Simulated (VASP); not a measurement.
# MgO (Periclase) in VASP: notebook, part 2 of 2

VASP 6.6.1. The steps go on from the part before.

**4. Single point, PBE (biaxial xy strain -3.4%)**

File INCAR:

```
ALGO = Normal
EDIFF = 1E-6
ENCUT = 520
GGA = PE
ISIF = 2
ISMEAR = -1
LASPH = True
LCHARG = False
LREAL = False
LWAVE = False
NBANDS = 11
NELM = 100
PREC = Accurate
SIGMA = 0.02
```

File KPOINTS:

```
k-points
0
Gamma
  10 10 10
```

File POSCAR:

```
MgO
1.0
    0.0000000000      2.0306943129      2.1021680257
    2.0306943129      0.0000000000      2.1021680257
    2.0306943129      2.0306943129      0.0000000000
Mg O
1 1
Direct
    0.0000000000      0.0000000000      0.0000000000
    0.5000000000      0.5000000000      0.5000000000
```

Potentials or basis: VASP PAW PBE potentials, release 64 (Mg, O).

Launch:

```console
> cat potpaw_PBE.64/Mg/POTCAR potpaw_PBE.64/O/POTCAR > POTCAR
> mpirun -np 1 vasp_std > vasp.out
```

OUTCAR:

```text
EDIFF = 1E-6
   ENCUT = 520
   GGA = PE
   ISIF = 2
   ISMEAR = -1
   LASPH = True
   LREAL = False
   NELM = 100
   PREC = Accurate

 ion  position               nearest neighbor table
   1  0.000  0.000  0.000-   2 2.03   2 2.03   2 2.03   2 2.03   2 2.10   2 2.10
   2  0.500  0.500  0.500-   1 2.03   1 2.03   1 2.03   1 2.03   1 2.10   1 2.10

  LATTYP: Found a body centered tetragonal cell.
 ALAT       =     2.8718354383
 C/A-ratio  =     1.4639891949

  Lattice vectors:

 A1 = (  -2.0306943129,   0.0000000000,   2.1021680257)
 A2 = (   2.0306943129,   0.0000000000,   2.1021680257)
 A3 = (   0.0000000000,   2.0306943129,  -2.1021680257)

Analysis of symmetry for initial positions (statically):
=====================================================================
 Subroutine PRICEL returns:
 Original cell was already a primitive cell.

 Routine SETGRP: Setting up the symmetry group for a
 body centered tetragonal supercell.

 Subroutine GETGRP returns: Found 16 space group operations
 (whereof 16 operations were pure point group operations)
 out of a pool of 16 trial point group operations.

The static configuration has the point symmetry D_4h.
[... 172 lines left out ...]
      3       3.7486      2.00000
      4       3.8083      2.00000
      5       9.2461      0.00000
      6      19.7469      0.00000
      7      20.1346      0.00000
      8      20.1346      0.00000
      9      24.1271      0.00000
     10      25.4142      0.00000
     11      26.5746      0.00000
[... 309 lines left out ...]
 k-point    24 :       0.4000    0.3000    0.0000
  band No.  band energies     occupation
      1     -12.5410      2.00000
      2      -0.0858      2.00000
      3       2.4131      2.00000
      4       2.6799      2.00000
      5      14.0447      0.00000
      6      14.4919      0.00000
      7      17.8785      0.00000
      8      23.2190      0.00000
      9      23.3721      0.00000
     10      29.8923      0.00000
     11      31.9102      0.00000

 [... further k-points ...]

------------------------ aborting loop because EDIFF is reached ----------------------------------------

  FORCE on cell =-STRESS in cart. coord.  units (eV):
  Direction    XX          YY          ZZ          XY          YZ          ZX
  --------------------------------------------------------------------------------------
  -------------------------------------------------------------------------------------
  Total        2.4392142      2.4392142      1.3126654      0.0000000      0.0000000      0.0000000
  in kB      225.4104212    225.4104212    121.3048288      0.0000000      0.0000000      0.0000000
  external PRESSURE =     190.7085571 kB  Pullay stress =       0.0000000 kB

 VOLUME and BASIS-vectors are now :
 -----------------------------------------------------------------------------
  energy-cutoff  :      520.00
  volume of cell :       17.34
      direct lattice vectors                 reciprocal lattice vectors
     0.000000000  2.030694313  2.102168026    -0.246221205  0.246221205  0.237849684
     2.030694313  0.000000000  2.102168026     0.246221205 -0.246221205  0.237849684
     2.030694313  2.030694313  0.000000000     0.246221205  0.246221205 -0.237849684

 POSITION                                       TOTAL-FORCE (eV/Angst)
 -----------------------------------------------------------------------------------
      0.00000      0.00000      0.00000        -0.000000      0.000000      0.000000
      2.03069      2.03069      2.10217         0.000000     -0.000000     -0.000000
 -----------------------------------------------------------------------------------
    total drift:                               -0.000000     -0.000000      0.000000

  FREE ENERGIE OF THE ION-ELECTRON SYSTEM (eV)
  ---------------------------------------------------
  free  energy   TOTEN  =       -11.7997008260 eV

  energy  without entropy=      -11.7997008260  energy(sigma->0) =      -11.79970083
```

Run time: 44 s. Hardware: 1 thread of AMD EPYC 7R13, shared host; peak memory 0.12 GiB.

Results:

```yaml
Free_energy: -11.7997 eV
Pressure: 19.1 GPa
Band_gap_on_the_k_mesh: 5.44 eV, direct
```

Stress tensor (GPa, compression positive):
```
22.54  0.00  0.00
 0.00 22.54  0.00
 0.00  0.00 12.13
```

Caveat: the cell differs from its parent crystal (biaxial xy strain -3.4%).

**5. Single point, r2SCAN (biaxial xy strain -3.4%)**

POSCAR is that of step 4.

File INCAR.step1:

```
PREC = Accurate
ENCUT = 520
ISMEAR = 0
SIGMA = 0.01
LREAL = False
LASPH = True
NELM = 60
NBANDS = 11
GGA = PE
ALGO = Normal
EDIFF = 1E-4
LWAVE = True
LCHARG = False
```

File INCAR.step2:

```
PREC = Accurate
ENCUT = 520
EDIFF = 1E-6
ISMEAR = 0
SIGMA = 0.01
LREAL = False
LASPH = True
NELM = 60
ALGO = Normal
ISIF = 2
LWAVE = False
LCHARG = False
METAGGA = R2SCAN
LMIXTAU = True
NBANDS = 11
ISTART = 1
```

File KPOINTS:

```
Automatic mesh
0
Gamma
  10 10 10
```

Launch:

```console
> cat potpaw_PBE.64/Mg/POTCAR potpaw_PBE.64/O/POTCAR > POTCAR
> cp INCAR.step1 INCAR
> mpirun -np 1 vasp_std > vasp.out
> cp INCAR.step2 INCAR
> mpirun -np 1 vasp_std > vasp.out
```

Wall time 2.9 min (1 thread of AMD EPYC 7R13, shared host); peak memory 0.13 GiB.

It converged, with:

| Property | Result |
| --- | --- |
| Free energy | -16.1064 eV |
| Pressure | 12.7 GPa |
| Band gap on the k mesh | 6.34 eV, direct |

Stress tensor (GPa, compression positive):
```
16.10  0.00  0.00
 0.00 16.10  0.00
 0.00  0.00  5.75
```

Levels at points of the mesh, in eV from the valence-band top:
```csv
k point,band 2,band 3,band 4,band 5,band 6,band 7
"(0.00, 0.00, 0.00)",-0.06,-0.06,0.00,6.34,16.99,17.38
"(0.50, 0.00, 0.00)",-4.99,-0.85,-0.76,9.26,14.66,17.81
"(0.50, 0.50, 0.00)",-4.55,-1.41,-1.41,10.35,11.97,14.79
"(0.50, 0.00, 0.50)",-4.41,-1.69,-1.47,9.97,11.87,15.26
```

Caveat: the cell differs from its parent crystal (biaxial xy strain -3.4%); the PAW data sets were made with another functional, which shifts forces and pressure a little.

**6. Summary**

| level | cell | smearing | gap on the mesh (eV) | pressure (GPa) |
| --- | --- | --- | --- | --- |
| PBE | a = 3.118 Å, angles 60.0°, 2 atoms | fermi-dirac 0.02 eV | 3.50 | -13.6 |
| r2SCAN | a = 3.118 Å, angles 60.0°, 2 atoms | gaussian 0.01 eV | 4.33 | -18.8 |
| PBE | a = 2.923, b = 2.923, c = 2.872 Å, angles 60.6, 60.6, 58.8°, 2 atoms | fermi-dirac 0.02 eV | 5.44 | 19.1 |
| r2SCAN | a = 2.923, b = 2.923, c = 2.872 Å, angles 60.6, 60.6, 58.8°, 2 atoms | gaussian 0.01 eV | 6.34 | 12.7 |

Alike in all rows: task single point; potentials or basis VASP PAW PBE potentials, release 64 (Mg, O); no spin polarisation; k mesh 10 × 10 × 10; cutoff (eV) 520.

Caveats: the PAW data sets were made with another functional, which shifts forces and pressure a little (some runs).

Absolute energies hang on the potentials; compare differences alone.
